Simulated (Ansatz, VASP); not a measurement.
Ti in VASP and in Ansatz

```
CELL_PARAMETERS angstrom
0.00000 2.02321 2.02321
2.02321 0.00000 2.02321
2.02321 2.02321 0.00000
ATOMIC_POSITIONS crystal
Ti 0.00000 0.00000 0.00000
```

Change from the starting cell: volume scaled by 0.99.

Alike in both runs: task single point; functional PBE; k mesh 15 × 15 × 15; occupations fermi-dirac, width 0.05 eV; no spin polarisation.

|  | VASP | Ansatz |
| --- | --- | --- |
| version | VASP 6.6.1 | Ansatz 0.2.0 |
| potentials or method | VASP PAW PBE potentials, release 64 (Ti_sv), cutoff 520 eV | all-electron LAPW, scalar-relativistic |

Ansatz gave:

| Quantity | Value |
| --- | --- |
| pressure (GPa) | 5.7 |

Q: Estimate VASP's values.

A: Pressure (GPa): 5.4.

Ansatz ran all-electron here, and VASP with PAW potentials.
